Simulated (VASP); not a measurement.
# Pd (Fm-3m) in VASP: further runs

Pd is run at these levels: r2SCAN; tasks: single point.

All numbers are computed with VASP 6.6.1; they aren't measurements. Logs are shortened: lines on timing, memory, paths and dates and some standing lists are left out, and cuts for length are marked.

## 1. The cell of the first run

The structure is cubic, space group Fm-3m (No. 225). Conventional cell: a = 3.911 Å, b = 3.911 Å, c = 3.911 Å, α = 90.00°, β = 90.00°, γ = 90.00°. Within 3.6 Å of Pd (site symmetry m-3m) lie 12 Pd at 2.77 Å.

## 2. Single point, r2SCAN

Input file POSCAR:

```
Pd
1.0
    0.0000000000      1.9553666769      1.9553666769
    1.9553666769      0.0000000000      1.9553666769
    1.9553666769      1.9553666769      0.0000000000
Pd
1
Direct
    0.0000000000      0.0000000000      0.0000000000
```

Input file INCAR.step1:

```
  ALGO = Normal
  EDIFF = 1E-4
  ENCUT = 520
  GGA = PE
  ISMEAR = -1
  LASPH = True
  LCHARG = False
  LREAL = False
  LWAVE = True
  NBANDS = 11
  NELM = 60
  PREC = Accurate
  SIGMA = 0.1
```

Input file INCAR.step2:

```
  ALGO = Normal
  EDIFF = 1E-6
  ENCUT = 520
  ISIF = 2
  ISMEAR = -1
  ISTART = 1
  LASPH = True
  LCHARG = False
  LMIXTAU = True
  LREAL = False
  LWAVE = False
  METAGGA = R2SCAN
  NBANDS = 11
  NELM = 60
  PREC = Accurate
  SIGMA = 0.1
```

Input file KPOINTS:

```
k-points
0
Gamma
  16 16 16
```

Potentials or basis: VASP PAW PBE potentials, release 64 (Pd).

Launch:

```console
> cat potpaw_PBE.64/Pd/POTCAR > POTCAR
> cp INCAR.step1 INCAR
> mpirun -np 1 vasp_std > vasp.out
> cp INCAR.step2 INCAR
> mpirun -np 1 vasp_std > vasp.out
```

OUTCAR:

```text
EDIFF = 1E-6
   ENCUT = 520
   ISIF = 2
   ISMEAR = -1
   ISTART = 1
   LASPH = True
   LREAL = False
   METAGGA = R2SCAN
   NELM = 60
   PREC = Accurate

 ion  position               nearest neighbor table
   1  0.000  0.000  0.000-

  LATTYP: Found a face centered cubic cell.
 ALAT       =     3.9107333538

  Lattice vectors:

 A1 = (   0.0000000000,   1.9553666769,   1.9553666769)
 A2 = (   1.9553666769,   0.0000000000,   1.9553666769)
 A3 = (   1.9553666769,   1.9553666769,   0.0000000000)

Analysis of symmetry for initial positions (statically):
=====================================================================
 Subroutine PRICEL returns:
 Original cell was already a primitive cell.

 Routine SETGRP: Setting up the symmetry group for a
 face centered cubic supercell.

 Subroutine GETGRP returns: Found 48 space group operations
 (whereof 48 operations were pure point group operations)
 out of a pool of 48 trial point group operations.

The static configuration has the point symmetry O_h .

Analysis of symmetry for dynamics (positions and initial velocities):
=====================================================================
 Subroutine PRICEL returns:
 Original cell was already a primitive cell.

 Routine SETGRP: Setting up the symmetry group for a
 face centered cubic supercell.

 Subroutine GETGRP returns: Found 48 space group operations
 (whereof 48 operations were pure point group operations)
 out of a pool of 48 trial point group operations.

The dynamic configuration has the point symmetry O_h .

 Subroutine INISYM returns: Found 48 space group operations
 (whereof 48 operations are pure point group operations),
 and found     1 'primitive' translations

----------------------------------------------------------------------------------------

                                     Primitive cell

  volume of cell :      14.9525

  direct lattice vectors                    reciprocal lattice vectors
     0.000000000  1.955366677  1.955366677    -0.255706516  0.255706516  0.255706516
     1.955366677  0.000000000  1.955366677     0.255706516 -0.255706516  0.255706516
     1.955366677  1.955366677  0.000000000     0.255706516  0.255706516 -0.255706516

  length of vectors
     2.765306074  2.765306074  2.765306074     0.442896677  0.442896677  0.442896677

  position of ions in fractional coordinates (direct lattice)
     0.000000000  0.000000000  0.000000000

  ion indices of the primitive-cell ions
   primitive index   ion index
                 1           1

----------------------------------------------------------------------------------------

 KPOINTS: k-points

Automatic generation of k-mesh.
 Grid dimensions read from file:
 generate k-points for:   16   16   16

 Generating k-lattice:

  Cartesian coordinates                     Fractional coordinates (reciprocal lattice)
    -0.015981657  0.015981657  0.015981657     0.062500000  0.000000000  0.000000000
     0.015981657 -0.015981657  0.015981657     0.000000000  0.062500000  0.000000000
     0.015981657  0.015981657 -0.015981657     0.000000000  0.000000000  0.062500000

  Length of vectors
     0.027681042  0.027681042  0.027681042

  Shift w.r.t. Gamma in fractional coordinates (k-lattice)
     0.000000000  0.000000000  0.000000000

 Subroutine IBZKPT returns following result:
 ===========================================

 Found    145 irreducible k-points:

 Following reciprocal coordinates:
            Coordinates               Weight
  0.000000  0.000000  0.000000      1.000000
  0.062500  0.000000  0.000000      8.000000
  0.125000  0.000000  0.000000      8.000000
  0.187500  0.000000  0.000000      8.000000
  0.250000  0.000000  0.000000      8.000000
  0.312500  0.000000  0.000000      8.000000
[... 16 lines left out ...]
 -0.125000  0.062500  0.000000     24.000000
 -0.062500  0.062500  0.000000     12.000000
 [... further k-points ...]
   k-points           NKPTS =    145   k-points in BZ     NKDIM =    145   number of bands    NBANDS=     11
   number of dos      NEDOS =    301   number of ions     NIONS =      1
   total plane-waves  NPLWV =  13824
   dimension x,y,z NGX =    24 NGY =   24 NGZ =   24
   dimension x,y,z NGXF=    48 NGYF=   48 NGZF=   48
   ions per type =               1
   NGX,Y,Z   is equivalent  to a cutoff of  14.43, 14.43, 14.43 a.u.
   NGXF,Y,Z  is equivalent  to a cutoff of  28.86, 28.86, 28.86 a.u.
 SYSTEM =  unknown system
   PREC   = accura    normal or accurate (medium, high low for compatibility)
   ISTART =      1    job   : 0-new  1-cont  2-samecut
   ICHARG =      0    charge: 1-file 2-atom 10-const
   ISPIN  =      1    spin polarized calculation?
   LNONCOLLINEAR =      F non collinear calculations
   LSORBIT =      F    spin-orbit coupling
   LASPH  =      T    aspherical Exc in radial PAW
   ENCUT  =  520.0 eV  38.22 Ry    6.18 a.u.   5.14  5.14  5.14*2*pi/ulx,y,z
   NELM   =     60;   NELMIN=  2; NELMDL=  0     # of ELM steps
   EDIFF  = 0.1E-05   stopping-criterion for ELM
   LREAL  =      F    real-space projection
   EDIFFG = 0.1E-04   stopping-criterion for IOM
   NSW    =      0    number of steps for IOM
   IBRION =     -1    ionic relax: 0-MD 1-quasi-New 2-CG
   NFREE  =      0    steps in history (QN), initial steepest desc. (CG)
   ISIF   =      2    stress and relaxation
   ISYM   =      2    0-nonsym 1-usesym 2-fastsym
   POTIM  = 0.5000    time-step for ionic-motion
   TEBEG  =    0.0;   TEEND  =   0.0 temperature during run
   PSTRESS=    0.0 pullay stress
   NELECT =      10.0000    total number of electrons
   NUPDOWN=      -1.0000    fix difference up-down
   EMIN   =  10.00;   EMAX   =-10.00  energy-range for DOS
   EFERMI =   0.00;   METHOD = LEGACY
   ISMEAR =    -1;   SIGMA  =   0.10  broadening in eV -4-tet -1-fermi 0-gaus
   EFERMI_NEDOS =   21; number of points for ismear=-14 and -15
   IALGO  =     38    algorithm
   IMIX   =      4    mixing-type and parameters
     AMIX     =   0.40;   BMIX     =  1.00
     AMIX_MAG =   1.60;   BMIX_MAG =  1.00
  volume/ion in A,a.u.               =      14.95       100.90
  Fermi-wavevector in a.u.,A,eV,Ry     =   1.431649  2.705425 27.886766  2.049620
  Thomas-Fermi vector in A             =   2.551363
   LORBIT       =      0    0 simple, 1 ext, 2 COOP (PROOUT), +10 PAW based schemes
   METAGGA = R2SCAN    functional components
   LHFCALC =     F    Hartree Fock is set to
   AEXX    =    0.0000 exact exchange contribution
   IVDW    =     0    specifies the selected vdW correction
   LEPSILON=     F    determine dielectric tensor
   LRPA    =     F    only Hartree local field effects (RPA)
 non-spin polarized calculation
  energy-cutoff  :      520.00
  volume of cell :       14.95
 maximum number of plane-waves:       415
 NGX is ok and might be reduce to    24
   NGX = 11   NGY = 11   NGZ = 11

 number of electron       9.9999998 magnetization

 Free energy of the ion-electron system (eV)
  ---------------------------------------------------
  ext. energy  EPLUGINS =         0.00000000
  ---------------------------------------------------
  free energy    TOTEN  =       -22.98010496 eV

  energy without entropy =      -22.92031570  energy(sigma->0) =      -22.95021033

 E-fermi :   9.4303     XC(G=0): -14.0286

 val. band max:        9.4240224167   @ k =   0.4375   0.3750   0.0000
 cond. band min:       9.4458760979   @ k =   0.5000   0.2500   0.0000
 fundamental gap:      0.0218536812
 Fermi energy:         9.4303216688

 k-point     1 :       0.0000    0.0000    0.0000
  band No.  band energies     occupation
      1       2.3019      2.00000
      2       6.5349      2.00000
      3       6.5349      2.00000
      4       6.5349      2.00000
      5       8.1115      2.00000
      6       8.1115      2.00000
      7      27.3988      0.00000
      8      31.9065      0.00000
      9      32.3019      0.00000
     10      32.3019      0.00000
     11      32.3019      0.00000

 k-point     2 :       0.0625    0.0000    0.0000
  band No.  band energies     occupation
      1       2.4473      2.00000
      2       6.4845      2.00000
      3       6.5849      2.00000
      4       6.5849      2.00000
      5       8.0882      2.00000
      6       8.0882      2.00000
      7      27.5440      0.00000
      8      31.3169      0.00000
      9      31.9368      0.00000
     10      32.4612      0.00000
     11      32.4612      0.00000

 k-point     3 :       0.1250    0.0000    0.0000
  band No.  band energies     occupation
      1       2.8614      2.00000
      2       6.3682      2.00000
      3       6.7088      2.00000
      4       6.7088      2.00000
      5       8.0471      2.00000
      6       8.0471      2.00000
      7      27.7912      0.00000
      8      29.5229      0.00000
      9      31.9273      0.00000
     10      32.9032      0.00000
     11      32.9032      0.00000

 k-point     4 :       0.1875    0.0000    0.0000
  band No.  band energies     occupation
      1       3.4536      2.00000
      2       6.3063      2.00000
      3       6.8203      2.00000
      4       6.8203      2.00000
      5       8.0790      2.00000
      6       8.0790      2.00000
      7      26.7503      0.00000
      8      28.6808      0.00000
      9      31.9227      0.00000
     10      33.4980      0.00000
     11      33.4980      0.00000

 k-point     5 :       0.2500    0.0000    0.0000
  band No.  band energies     occupation
      1       3.9878      2.00000
      2       6.5628      2.00000
      3       6.8184      2.00000
      4       6.8184      2.00000
      5       8.2820      1.99998
      6       8.2820      1.99998
      7      24.5060      0.00000
      8      28.4694      0.00000
      9      31.9179      0.00000
     10      33.8783      0.00000
     11      33.8783      0.00000
[... 211 lines left out ...]
 k-point    21 :      -0.2500    0.0625    0.0000
  band No.  band energies     occupation
      1       4.2172      2.00000
      2       6.5293      2.00000
      3       6.8424      2.00000
      4       6.8629      2.00000
      5       8.1284      2.00000
      6       8.8005      1.99633
      7      23.7936      0.00000
      8      28.2264      0.00000
      9      31.8556      0.00000
     10      32.1146      0.00000
     11      35.0403      0.00000

 k-point    22 :      -0.1875    0.0625    0.0000
  band No.  band energies     occupation
      1       3.7747      2.00000
      2       6.2098      2.00000
      3       6.8773      2.00000
      4       6.9075      2.00000
      5       7.8782      2.00000
      6       8.4157      1.99992
      7      26.1306      0.00000
      8      28.5324      0.00000
      9      31.9132      0.00000
     10      32.3132      0.00000
     11      34.8932      0.00000

 k-point    23 :      -0.1250    0.0625    0.0000
  band No.  band energies     occupation
      1       3.1673      2.00000
      2       6.2470      2.00000
      3       6.7990      2.00000
      4       6.8247      2.00000
      5       7.8660      2.00000
      6       8.2113      1.99999
      7      27.8227      0.00000
      8      28.8818      0.00000
      9      31.9225      0.00000
     10      32.0538      0.00000
     11      33.8894      0.00000

 k-point    24 :      -0.0625    0.0625    0.0000
  band No.  band energies     occupation
      1       2.6835      2.00000
      2       6.3871      2.00000
      3       6.6538      2.00000
      4       6.6925      2.00000
      5       7.9775      2.00000
      6       8.1375      2.00000
      7      27.7508      0.00000
      8      30.4056      0.00000
      9      31.9317      0.00000
     10      32.0438      0.00000
     11      33.0476      0.00000

 [... further k-points ...]

------------------------ aborting loop because EDIFF is reached ----------------------------------------

  FORCE on cell =-STRESS in cart. coord.  units (eV):
  Direction    XX          YY          ZZ          XY          YZ          ZX
  --------------------------------------------------------------------------------------
  -------------------------------------------------------------------------------------
  Total        0.0639986      0.0639986      0.0639986      0.0000000      0.0000000      0.0000000
  in kB        6.8575135      6.8575135      6.8575135      0.0000000      0.0000000      0.0000000
  external PRESSURE =       6.8575135 kB  Pullay stress =       0.0000000 kB

 VOLUME and BASIS-vectors are now :
 -----------------------------------------------------------------------------
  energy-cutoff  :      520.00
  volume of cell :       14.95
      direct lattice vectors                 reciprocal lattice vectors
     0.000000000  1.955366677  1.955366677    -0.255706516  0.255706516  0.255706516
     1.955366677  0.000000000  1.955366677     0.255706516 -0.255706516  0.255706516
     1.955366677  1.955366677  0.000000000     0.255706516  0.255706516 -0.255706516

 POSITION                                       TOTAL-FORCE (eV/Angst)
 -----------------------------------------------------------------------------------
      0.00000      0.00000      0.00000         0.000000     -0.000000      0.000000
 -----------------------------------------------------------------------------------
    total drift:                               -0.000000      0.000000     -0.000000

  FREE ENERGIE OF THE ION-ELECTRON SYSTEM (eV)
  ---------------------------------------------------
  free  energy   TOTEN  =       -22.9801049570 eV

  energy  without entropy=      -22.9203156981  energy(sigma->0) =      -22.95021033
```

Wall time 54 s (1 thread of Intel Xeon Platinum 8488C (Sapphire Rapids), shared host); peak memory 0.16 GiB.

Results:

| Item | Value |
| --- | --- |
| Free energy | -22.9801 eV |
| Pressure | 0.7 GPa |
| Band gap on the k mesh | zero (band 5 reaches 9.69 eV, above the bottom of band 6 at 8.05 eV) |

Levels at points of the mesh, in eV from the Fermi level:
| k point | band 3 | band 4 | band 5 | band 6 | band 7 | band 8 |
| --- | --- | --- | --- | --- | --- | --- |
| (0.00, 0.00, 0.00) | -2.90 | -2.90 | -1.32 | -1.32 | 17.97 | 22.48 |
| (0.50, 0.00, 0.00) | -2.97 | -0.08 | -0.08 | 1.27 | 7.56 | 17.36 |
| (0.50, 0.50, 0.00) | -0.14 | 0.26 | 0.26 | 3.61 | 11.12 | 13.80 |

Caveat: the PAW data sets were made with another functional, which shifts forces and pressure a little.

## 3. Single point, r2SCAN

POSCAR is that of step 2.

Input file INCAR.step1:

```
ALGO = Normal ; EDIFF = 1E-4
ENCUT = 520 ; GGA = PE
ISMEAR = 1 ; LASPH = T
LCHARG = F ; LREAL = F
LWAVE = T ; NBANDS = 11
NELM = 100 ; PREC = Accurate
SIGMA = 0.05
```

Input file INCAR.step2:

```
ALGO = Normal ; EDIFF = 1E-6
ENCUT = 520 ; ISIF = 2
ISMEAR = 1 ; ISTART = 1
LASPH = T ; LCHARG = T
LELF = T ; LMIXTAU = T
LREAL = F ; LVHAR = T
LWAVE = F ; METAGGA = R2SCAN
NBANDS = 11 ; NELM = 100
PREC = Accurate ; SIGMA = 0.05
```

KPOINTS is that of step 2.

Potentials or basis: VASP PAW PBE potentials, release 64 (Pd).

Launch:

```console
> cat potpaw_PBE.64/Pd/POTCAR > POTCAR
> cp INCAR.step1 INCAR
> mpirun -np 1 vasp_std > vasp.out
> cp INCAR.step2 INCAR
> mpirun -np 1 vasp_std > vasp.out
```

Wall time 69 s (1 thread of Intel Xeon Platinum 8488C (Sapphire Rapids), shared host); peak memory 0.16 GiB.

The run converged. Its results:

```
Free energy            : -22.9471 eV
Pressure               : 0.2 GPa
Band gap on the k mesh : zero (band 5 reaches 9.69 eV, above the bottom of band 6 at 8.05 eV)
```

Levels at points of the mesh, in eV from the Fermi level:
| k point | band 3 | band 4 | band 5 | band 6 | band 7 | band 8 |
| --- | --- | --- | --- | --- | --- | --- |
| (0.00, 0.00, 0.00) | -2.85 | -2.85 | -1.28 | -1.28 | 18.01 | 22.52 |
| (0.50, 0.00, 0.00) | -2.93 | -0.04 | -0.04 | 1.31 | 7.60 | 17.40 |
| (0.50, 0.50, 0.00) | -0.10 | 0.30 | 0.30 | 3.65 | 11.16 | 13.85 |

Caveat: the PAW data sets were made with another functional, which shifts forces and pressure a little.
